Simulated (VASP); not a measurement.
# Sb in VASP: notebook, part 2 of 3

VASP 6.6.1. Earlier steps stand in the parts before.

## Step 3: Single point, LDA

Contents of INCAR:

```
ALGO     = Normal         # electronic algorithm
DIPOL    = 0.5 0.5 0.500
EDIFF    = 1E-6           # SCF threshold, eV
ENCUT    = 520            # plane-wave cutoff, eV
IDIPOL   = 3            
ISIF     = 2              # what is computed and relaxed
ISMEAR   = -1             # smearing method
LASPH    = True           # aspherical terms in the spheres
LCHARG   = True           # write CHGCAR
LDIPOL   = True         
LELF     = True           # ELF
LREAL    = False          # projectors in reciprocal space
LVACPOTAV= True         
LVHAR    = True         
LWAVE    = False          # write WAVECAR
NBANDS   = 14             # bands
NELM     = 80             # most SCF steps
PREC     = Accurate       # precision mode
SIGMA    = 0.08           # smearing width, eV
```

Contents of KPOINTS:

```
k-points
0
Gamma
  14 14 1
```

Contents of POSCAR:

```
Sb
1.0
    3.2985250201      0.0000000000      0.0000000000
   -1.6492625100      2.8566064624      0.0000000000
    0.0000000000      0.0000000000     21.4548000000
Sb
3
Direct
    0.0000000000      0.0000000000      0.3773906233
    0.3333333333      0.6666666667      0.4999999997
    0.0000000000      0.0000000000      0.6226093770
```

Potentials or basis: VASP PAW LDA potentials, release 64 (Sb).

The run is started by

```sh
$ cat potpaw_LDA.64/Sb/POTCAR > POTCAR
$ mpirun -np 1 vasp_std > vasp.out
```

OUTCAR:

```text
EDIFF = 1E-6
   ENCUT = 520
   ISIF = 2
   ISMEAR = -1
   LASPH = True
   LREAL = False
   NELM = 80
   PREC = Accurate

 ion  position               nearest neighbor table
   1  0.000  0.000  0.377-   2 3.25   2 3.25   2 3.25
   2  0.333  0.667  0.500-   1 3.25   1 3.25   1 3.25   3 3.25   3 3.25   3 3.25
   3  0.000  0.000  0.623-   2 3.25   2 3.25   2 3.25

  LATTYP: Found a hexagonal cell.
 ALAT       =     3.2985250201
 C/A-ratio  =     6.5043617584

  Lattice vectors:

 A1 = (   3.2985250201,   0.0000000000,   0.0000000000)
 A2 = (  -1.6492625100,   2.8566064624,   0.0000000000)
 A3 = (   0.0000000000,   0.0000000000,  21.4548000000)

Analysis of symmetry for initial positions (statically):
=====================================================================
 Subroutine PRICEL returns:
 Original cell was already a primitive cell.

 Routine SETGRP: Setting up the symmetry group for a
 hexagonal supercell.

 Subroutine GETGRP returns: Found 12 space group operations
 (whereof 12 operations were pure point group operations)
 out of a pool of 24 trial point group operations.

The static configuration has the point symmetry D_3h.

Analysis of symmetry for dynamics (positions and initial velocities):
=====================================================================
 Subroutine PRICEL returns:
 Original cell was already a primitive cell.

 Routine SETGRP: Setting up the symmetry group for a
 hexagonal supercell.

 Subroutine GETGRP returns: Found 12 space group operations
 (whereof 12 operations were pure point group operations)
 out of a pool of 24 trial point group operations.

The dynamic configuration has the point symmetry D_3h.

 Subroutine INISYM returns: Found 12 space group operations
 (whereof 12 operations are pure point group operations),
 and found     1 'primitive' translations

----------------------------------------------------------------------------------------

                                     Primitive cell

  volume of cell :     202.1597

  direct lattice vectors                    reciprocal lattice vectors
     3.298525020  0.000000000  0.000000000     0.303165807  0.175032860  0.000000000
    -1.649262510  2.856606462  0.000000000     0.000000000  0.350065721  0.000000000
     0.000000000  0.000000000 21.454800000     0.000000000  0.000000000  0.046609616

  length of vectors
     3.298525020  3.298525020 21.454800000     0.350065721  0.350065721  0.046609616

  position of ions in fractional coordinates (direct lattice)
     0.000000000  0.000000000  0.377390623
     0.333333333  0.666666667  0.500000000
     0.000000000  0.000000000  0.622609377

  ion indices of the primitive-cell ions
   primitive index   ion index
                 1           1
                 2           2
                 3           3

----------------------------------------------------------------------------------------

 KPOINTS: k-points

Automatic generation of k-mesh.
 Grid dimensions read from file:
 generate k-points for:   14   14    1

 Generating k-lattice:

  Cartesian coordinates                     Fractional coordinates (reciprocal lattice)
[... 45 lines left out ...]
   dimension x,y,z NGXF=    56 NGYF=   56 NGZF=  320
   ions per type =               3
   NGX,Y,Z   is equivalent  to a cutoff of  14.11, 14.11, 12.40 a.u.
   NGXF,Y,Z  is equivalent  to a cutoff of  28.22, 28.22, 24.80 a.u.
 SYSTEM =  unknown system
   PREC   = accura    normal or accurate (medium, high low for compatibility)
   ISTART =      0    job   : 0-new  1-cont  2-samecut
   ICHARG =      2    charge: 1-file 2-atom 10-const
   ISPIN  =      1    spin polarized calculation?
   LNONCOLLINEAR =      F non collinear calculations
   LSORBIT =      F    spin-orbit coupling
   LASPH  =      T    aspherical Exc in radial PAW
   ENCUT  =  520.0 eV  38.22 Ry    6.18 a.u.   6.13  6.13 39.89*2*pi/ulx,y,z
   NELM   =     80;   NELMIN=  2; NELMDL= -5     # of ELM steps
   EDIFF  = 0.1E-05   stopping-criterion for ELM
   LREAL  =      F    real-space projection
   EDIFFG = 0.1E-04   stopping-criterion for IOM
   NSW    =      0    number of steps for IOM
   IBRION =     -1    ionic relax: 0-MD 1-quasi-New 2-CG
   NFREE  =      0    steps in history (QN), initial steepest desc. (CG)
   ISIF   =      2    stress and relaxation
   ISYM   =      2    0-nonsym 1-usesym 2-fastsym
   POTIM  = 0.5000    time-step for ionic-motion
   TEBEG  =    0.0;   TEEND  =   0.0 temperature during run
   PSTRESS=    0.0 pullay stress
   NELECT =      15.0000    total number of electrons
   NUPDOWN=      -1.0000    fix difference up-down
   EMIN   =  10.00;   EMAX   =-10.00  energy-range for DOS
   EFERMI =   0.00;   METHOD = LEGACY
   ISMEAR =    -1;   SIGMA  =   0.08  broadening in eV -4-tet -1-fermi 0-gaus
   EFERMI_NEDOS =   21; number of points for ismear=-14 and -15
   IALGO  =     38    algorithm
   IMIX   =      4    mixing-type and parameters
     AMIX     =   0.40;   BMIX     =  1.00
     AMIX_MAG =   1.60;   BMIX_MAG =  1.00
  volume/ion in A,a.u.               =      67.39       454.75
  Fermi-wavevector in a.u.,A,eV,Ry     =   0.687924  1.299988  6.438810  0.473239
  Thomas-Fermi vector in A             =   1.768577
   LORBIT       =      0    0 simple, 1 ext, 2 COOP (PROOUT), +10 PAW based schemes
   GGA     = CA    functional components
   LHFCALC =     F    Hartree Fock is set to
   AEXX    =    0.0000 exact exchange contribution
   IVDW    =     0    specifies the selected vdW correction
   LEPSILON=     F    determine dielectric tensor
   LRPA    =     F    only Hartree local field effects (RPA)
 non-spin polarized calculation
  energy-cutoff  :      520.00
  volume of cell :      202.16
 maximum number of plane-waves:      5478
 NGX is ok and might be reduce to    28
   NGX = 13   NGY = 13   NGZ = 79

 dipolmoment           0.000000      0.000000      0.000000 electrons x Angstroem

 number of electron      15.0000000 magnetization

 dipolmoment           0.000000      0.000000     -0.000000 electrons x Angstroem

 Free energy of the ion-electron system (eV)
  ---------------------------------------------------
  ext. energy  EPLUGINS =         0.00000000
  ---------------------------------------------------
  free energy    TOTEN  =       -13.26024014 eV

  energy without entropy =      -13.20874688  energy(sigma->0) =      -13.23449351

 E-fermi :   0.5867     XC(G=0):  -4.7425

 val. band max:        0.5512719192   @ k =   0.3571   0.1429   0.0000
 cond. band min:       0.6315032563   @ k =   0.1429   0.1429   0.0000
 fundamental gap:      0.0802313371
 Fermi energy:         0.5867498773

 k-point     1 :       0.0000    0.0000    0.0000
  band No.  band energies     occupation
      1     -12.5291      2.00000
      2     -11.0952      2.00000
      3      -9.3661      2.00000
      4      -4.1941      2.00000
      5      -1.0249      2.00000
      6       2.4855      0.00000
      7       4.6020      0.00000
      8       4.6070      0.00000
      9       4.6070      0.00000
     10       5.3036      0.00000
     11       5.6097      0.00000
     12       5.6097      0.00000
     13       5.7255      0.00000
     14       6.1100      0.00000
[... 377 lines left out ...]
      1      -7.8296      2.00000
      2      -7.1999      2.00000
      3      -7.0254      2.00000
      4      -3.8037      2.00000
      5      -3.5075      2.00000
      6      -2.8678      2.00000
      7      -2.1939      2.00000
      8      -1.8968      2.00000
      9      -0.6868      2.00000
     10       0.5218      1.38524
     11       1.8677      0.00000
     12       2.8927      0.00000
     13       5.2917      0.00000
     14       7.0096      0.00000

------------------------ aborting loop because EDIFF is reached ----------------------------------------

  FORCE on cell =-STRESS in cart. coord.  units (eV):
  Direction    XX          YY          ZZ          XY          YZ          ZX
  --------------------------------------------------------------------------------------
  -------------------------------------------------------------------------------------
  Total       -1.0007543     -1.0007543      0.0752869     -0.0000000      0.0000000     -0.0000000
  in kB       -7.9312815     -7.9312815      0.5966715     -0.0000000      0.0000000     -0.0000000
  external PRESSURE =      -5.0886305 kB  Pullay stress =       0.0000000 kB

 VOLUME and BASIS-vectors are now :
 -----------------------------------------------------------------------------
  energy-cutoff  :      520.00
  volume of cell :      202.16
      direct lattice vectors                 reciprocal lattice vectors
     3.298525020  0.000000000  0.000000000     0.303165807  0.175032860  0.000000000
    -1.649262510  2.856606462  0.000000000     0.000000000  0.350065721  0.000000000
     0.000000000  0.000000000 21.454800000     0.000000000  0.000000000  0.046609616

 POSITION                                       TOTAL-FORCE (eV/Angst)
 -----------------------------------------------------------------------------------
      0.00000      0.00000      8.09684         0.000000      0.000000     -0.015076
     -0.00000      1.90440     10.72740        -0.000000     -0.000000      0.000000
      0.00000      0.00000     13.35796         0.000000      0.000000      0.015076
 -----------------------------------------------------------------------------------
    total drift:                                0.000000     -0.000000      0.000000

  FREE ENERGIE OF THE ION-ELECTRON SYSTEM (eV)
  ---------------------------------------------------
  free  energy   TOTEN  =       -13.2602401402 eV

  energy  without entropy=      -13.2087468766  energy(sigma->0) =      -13.23449351

 vacuum level on the upper side and lower side of the slab         5.182         5.182
```

It took 2.6 min on 1 thread of Intel Xeon 8259CL, shared host; peak memory 0.28 GiB.

What came out:

- Free energy: -13.2602 eV
- Largest force: 0.015 eV/Å
- Band gap on the k mesh: zero (an odd number of electrons rules out a gap without spin polarisation)

Forces in eV/Å, atoms in the order of the input:
```
Sb   0.000  0.000 -0.015
Sb   0.000  0.000  0.000
Sb   0.000  0.000  0.015
```

Caveat: spin-orbit coupling is left out, which moves the levels of the heavy elements.

[end of part 2 of 3]
